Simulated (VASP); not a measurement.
# FeAu (R-3m) in VASP: notebook

Aim: see how the results for FeAu move with the level of theory and the settings. Levels: PBE, RPBE. Tasks: single point.

Everything below comes from runs of VASP 6.6.1. Logs are shortened: lines on timing, memory, paths and dates and some standing lists are left out, and cuts for length are marked.

### Step 1. The cell of the first run

The structure is trigonal, space group R-3m (No. 166). Conventional cell: a = 2.823 Å, b = 2.823 Å, c = 13.408 Å, α = 90.00°, β = 90.00°, γ = 120.00°. Within 3.6 Å of Fe (site symmetry -3m) lie 6 Au at 2.77 Å and 6 Fe at 2.82 Å. Au (site symmetry -3m) has 6 Fe at 2.77 Å and 6 Au at 2.82 Å within 3.6 Å.

### Step 2. Single point, PBE, collinear spin, ferromagnetic start

Input file INCAR:

```
SYSTEM = FeAu
PREC = Accurate
ENCUT = 520
EDIFF = 1E-6
ISMEAR = -1
SIGMA = 0.46
LREAL = .FALSE.
LASPH = .TRUE.
NELM = 150
ALGO = Fast
ISIF = 2
LWAVE = .FALSE.
LCHARG = .FALSE.
ISPIN = 2
MAGMOM = 3.23 0
LORBIT = 11
LMAXMIX = 4
GGA = PE
NBANDS = 20
```

Input file KPOINTS:

```
regular mesh
0
G
  6 6 6
  0 0 0
```

Input file POSCAR:

```
FeAu
1.0
    1.4117478522      0.8150730025      4.4694532999
   -1.4117478522      0.8150730025      4.4694532999
    0.0000000000     -1.6301460050      4.4694532999
Fe Au
1 1
Direct
    0.5000000000      0.5000000000      0.5000000000
    0.0000000000      0.0000000000      0.0000000000
```

Potentials or basis: VASP PAW PBE potentials, release 64 (Fe, Au).

Started as:

```bash
> cat potpaw_PBE.64/Fe/POTCAR potpaw_PBE.64/Au/POTCAR > POTCAR
> mpirun -np 1 vasp_std > vasp.out
```

OUTCAR:

```text
SYSTEM = FeAu
   PREC = Accurate
   ENCUT = 520
   EDIFF = 1E-6
   ISMEAR = -1
   LREAL = .FALSE.
   LASPH = .TRUE.
   NELM = 150
   ISIF = 2
   ISPIN = 2
   LORBIT = 11
   GGA = PE

 ion  position               nearest neighbor table
   1  0.500  0.500  0.500-   2 2.77   2 2.77   2 2.77   2 2.77   2 2.77   2 2.77
   2  0.000  0.000  0.000-   1 2.77   1 2.77   1 2.77   1 2.77   1 2.77   1 2.77

  LATTYP: Found a trigonal (rhomboedric) cell.
 ALAT       =     4.7574561267
 COS(alpha) =     0.8238856747

  Lattice vectors:

 A1 = (   1.4117478522,   0.8150730025,   4.4694532999)
 A2 = (  -1.4117478522,   0.8150730025,   4.4694532999)
 A3 = (   0.0000000000,  -1.6301460050,   4.4694532999)

Analysis of symmetry for initial positions (statically):
=====================================================================
 Subroutine PRICEL returns:
 Original cell was already a primitive cell.

 Routine SETGRP: Setting up the symmetry group for a
 trigonal (rhombohedral) supercell.

 Subroutine GETGRP returns: Found 12 space group operations
 (whereof 12 operations were pure point group operations)
 out of a pool of 12 trial point group operations.

The static configuration has the point symmetry D_3d.

Analysis of symmetry for dynamics (positions and initial velocities):
=====================================================================
 Subroutine PRICEL returns:
 Original cell was already a primitive cell.

 Routine SETGRP: Setting up the symmetry group for a
 trigonal (rhombohedral) supercell.

 Subroutine GETGRP returns: Found 12 space group operations
 (whereof 12 operations were pure point group operations)
 out of a pool of 12 trial point group operations.

The dynamic configuration has the point symmetry D_3d.

Analysis of structural, dynamic, and magnetic symmetry:
=====================================================================
 Subroutine PRICEL returns:
 Original cell was already a primitive cell.

 Routine SETGRP: Setting up the symmetry group for a
 trigonal (rhombohedral) supercell.

 Subroutine GETGRP returns: Found 12 space group operations
 (whereof 12 operations were pure point group operations)
 out of a pool of 12 trial point group operations.

The overall configuration has the point symmetry D_3d.

 Subroutine INISYM returns: Found 12 space group operations
 (whereof 12 operations are pure point group operations),
 and found     1 'primitive' translations

----------------------------------------------------------------------------------------

                                     Primitive cell
[... 108 lines left out ...]
   IALGO  =     68    algorithm
   IMIX   =      4    mixing-type and parameters
     AMIX     =   0.40;   BMIX     =  1.00
     AMIX_MAG =   1.60;   BMIX_MAG =  1.00
  volume/ion in A,a.u.               =      15.43       104.12
  Fermi-wavevector in a.u.,A,eV,Ry     =   1.392749  2.631914 26.391907  1.939750
  Thomas-Fermi vector in A             =   2.516462
   LORBIT       =     11    0 simple, 1 ext, 2 COOP (PROOUT), +10 PAW based schemes
   GGA     = PE    functional components
   LHFCALC =     F    Hartree Fock is set to
   AEXX    =    0.0000 exact exchange contribution
   IVDW    =     0    specifies the selected vdW correction
   LEPSILON=     F    determine dielectric tensor
   LRPA    =     F    only Hartree local field effects (RPA)
 spin polarized calculation
 RMM-DIIS sequential band-by-band and
  energy-cutoff  :      520.00
  volume of cell :       30.86
 maximum number of plane-waves:       844
   NGX = 17   NGY = 17   NGZ = 17

 number of electron      19.0000004 magnetization       2.6326668

 Free energy of the ion-electron system (eV)
  ---------------------------------------------------
  ext. energy  EPLUGINS =         0.00000000
  ---------------------------------------------------
  free energy    TOTEN  =       -11.66934638 eV

  energy without entropy =      -10.17402422  energy(sigma->0) =      -10.92168530

 E-fermi :   7.5288     XC(G=0): -12.4122

 val. band max:        7.5266511592   @ k =  -0.3333   0.3333   0.0000
 cond. band min:       7.5656208402   @ k =   0.5000   0.5000   0.5000
 fundamental gap:      0.0389696810
 Fermi energy:         7.5288472279

 spin component 1

 k-point     1 :       0.0000    0.0000    0.0000
  band No.  band energies     occupation
      1      -2.0003      1.00000
      2       0.7970      1.00000
      3       2.5237      0.99998
      4       2.5237      0.99998
      5       3.7872      0.99971
      6       3.7872      0.99971
[... 541 lines left out ...]
     19      24.8069      0.00000
     20      25.6340      0.00000

 [... further k-points ...]

 spin component 2

 k-point     1 :       0.0000    0.0000    0.0000
  band No.  band energies     occupation
      1      -1.9213      1.00000
      2       0.9282      1.00000
      3       2.5977      0.99998
      4       2.5977      0.99998
      5       4.0470      0.99948
      6       4.0470      0.99948
[... 541 lines left out ...]
     19      24.9856      0.00000
     20      25.9135      0.00000

 [... further k-points ...]
[... 5 lines left out ...]
  --------------------------------------------------------------------------------------
  -------------------------------------------------------------------------------------
  Total        0.3563754      0.3563754     -0.0151519      0.0000000      0.0000000      0.0000000
  in kB       18.5037199     18.5037199     -0.7867174      0.0000000      0.0000000      0.0000000
  external PRESSURE =      12.0735741 kB  Pullay stress =       0.0000000 kB

 VOLUME and BASIS-vectors are now :
 -----------------------------------------------------------------------------
  energy-cutoff  :      520.00
  volume of cell :       30.86
      direct lattice vectors                 reciprocal lattice vectors
     1.411747852  0.815073003  4.469453300     0.354170895  0.204480661  0.074580337
    -1.411747852  0.815073003  4.469453300    -0.354170895  0.204480661  0.074580337
     0.000000000 -1.630146005  4.469453300     0.000000000 -0.408961323  0.074580337

 POSITION                                       TOTAL-FORCE (eV/Angst)
 -----------------------------------------------------------------------------------
      0.00000      0.00000      6.70418         0.000000      0.000000     -0.000000
      0.00000      0.00000      0.00000        -0.000000     -0.000000      0.000000
 -----------------------------------------------------------------------------------
    total drift:                                0.000000     -0.000000      0.000000

  FREE ENERGIE OF THE ION-ELECTRON SYSTEM (eV)
  ---------------------------------------------------
  free  energy   TOTEN  =       -11.6693463815 eV

  energy  without entropy=      -10.1740242205  energy(sigma->0) =      -10.92168530

 total charge

# of ion       s       p       d       tot
------------------------------------------
    1        0.373   0.344   6.137   6.855
    2        0.613   0.451   8.670   9.735
--------------------------------------------------
tot          0.987   0.796  14.808  16.590

 magnetization (x)

# of ion       s       p       d       tot
------------------------------------------
    1        0.001  -0.004   2.586   2.583
    2       -0.015  -0.025   0.077   0.037
--------------------------------------------------
tot         -0.013  -0.029   2.663   2.620
```

OSZICAR:

```text
N       E                     dE             d eps       ncg     rms          rms(c)
DAV:   1     0.106109175215E+03    0.10611E+03   -0.86367E+03  2624   0.102E+03
DAV:   2    -0.860064897880E+01   -0.11471E+03   -0.10234E+03  2608   0.227E+02
DAV:   3    -0.127838493183E+02   -0.41832E+01   -0.40907E+01  2984   0.503E+01
DAV:   4    -0.128313081556E+02   -0.47459E-01   -0.47432E-01  2824   0.459E+00
DAV:   5    -0.128323856731E+02   -0.10775E-02   -0.10775E-02  2940   0.780E-01    0.135E+01
RMM:   6    -0.124040600845E+02    0.42833E+00   -0.37684E+00  2911   0.195E+01    0.115E+01
RMM:   7    -0.119648322205E+02    0.43923E+00   -0.11785E+00  2887   0.105E+01    0.955E+00
RMM:   8    -0.116945959132E+02    0.27024E+00   -0.12774E-01  2938   0.362E+00    0.407E+00
RMM:   9    -0.116719880812E+02    0.22608E-01   -0.29140E-02  2825   0.116E+00    0.162E+00
RMM:  10    -0.116697415009E+02    0.22466E-02   -0.27897E-03  3228   0.478E-01    0.243E-01
RMM:  11    -0.116693059439E+02    0.43556E-03   -0.11722E-03  3102   0.267E-01    0.710E-02
RMM:  12    -0.116693403874E+02   -0.34443E-04   -0.32039E-04  3367   0.119E-01    0.442E-02
RMM:  13    -0.116693457476E+02   -0.53603E-05   -0.44973E-05  3584   0.461E-02    0.236E-02
RMM:  14    -0.116693463815E+02   -0.63386E-06   -0.80654E-06  2986   0.211E-02
   1 F= -.11669346E+02 E0= -.10921685E+02  d E =-.149532E+01  mag=     2.6329
```

stdout:

```text
POSCAR found type information on POSCAR FeAu
 POSCAR found :  2 types and       2 ions
 scaLAPACK will be used
 LDA part: xc-table for (Slater+PW92), standard interpolation
 POSCAR, INCAR and KPOINTS ok, starting setup
 FFT: planning ... GRIDC
 FFT: planning ... GRID_SOFT
 FFT: planning ... GRID
 WAVECAR not read
 entering main loop
```

Run time: 77 s. Hardware: 1 thread of Intel Xeon Platinum 8375C at 2.90GHz (Ice Lake), shared host; peak memory 0.26 GiB.

Results:

| Item | Value |
| --- | --- |
| Free energy | -11.6693 eV |
| Pressure | 1.2 GPa |
| Net moment | 2.63 μB per cell |
| Site moments | Fe +2.58; Au +0.04 μB |
| Valence electrons inside the program's atomic spheres | Fe 6.86; Au 9.73 |

Stress tensor (GPa, compression positive):
```
 1.85  0.00  0.00
 0.00  1.85  0.00
 0.00  0.00 -0.08
```

Caveat: the k points lie up to 0.44 Å⁻¹ apart; spin-orbit coupling is left out, which moves the levels of the heavy elements.

### Step 3. Single point, RPBE, collinear spin, ferromagnetic start

Input file INCAR:

```
SYSTEM = FeAu
ALGO = Normal
EDIFF = 1E-6
ENCUT = 600
GGA = RP
GGA_COMPAT = .FALSE.
ISIF = 2
ISMEAR = 0
ISPIN = 2
LASPH = .TRUE.
LCHARG = .TRUE.
LELF = .TRUE.
LMAXMIX = 4
LORBIT = 11
LREAL = .FALSE.
LVHAR = .TRUE.
LWAVE = .FALSE.
MAGMOM = 3.23 0
NBANDS = 28
NELM = 200
PREC = Accurate
SIGMA = 0.1
```

Input file KPOINTS:

```
k-points
0
G
  3 3 3
  0 0 0
```

POSCAR is that of step 2.

Potentials or basis: VASP PAW PBE potentials, release 64 (Fe_sv, Au_sv_GW).

Started as:

```bash
> cat potpaw_PBE.64/Fe_sv/POTCAR potpaw_PBE.64/Au_sv_GW/POTCAR > POTCAR
> mpirun -np 1 vasp_std > vasp.out
```

Wall time 47 s (1 thread of Intel Xeon Platinum 8375C at 2.90GHz (Ice Lake), shared host); peak memory 0.29 GiB.

It converged, with:

| Property | Result |
| --- | --- |
| Free energy | -9.8459 eV |
| Pressure | 0.6 GPa |
| Net moment | 3.16 μB per cell |
| Site moments | Fe +2.99; Au +0.10 μB |
| Valence electrons inside the program's atomic spheres | Fe 13.63; Au 17.19 |

Stress tensor (GPa, compression positive):
```
-1.17  0.00  0.00
 0.00 -1.17  0.00
 0.00  0.00  4.15
```

Levels at points of the mesh, in eV from the Fermi level:
Spin up:
```csv
k point,band 15,band 16,band 17,band 18,band 19,band 20,band 21,band 22,band 23,band 24
"(0.00, 0.00, 0.00)",-3.41,-2.45,-2.45,-1.74,-1.74,-0.62,4.17,14.96,17.02,17.78
```
Spin down:
```
           k point  band 14  band 15  band 16  band 17  band 18  band 19
(0.00, 0.00, 0.00)    -3.23    -1.17    -0.52     0.37     0.37     1.28
```

Caveat: the k points lie up to 0.87 Å⁻¹ apart; the PAW data sets were made with another functional, which shifts forces and pressure a little; spin-orbit coupling is left out, which moves the levels of the heavy elements.
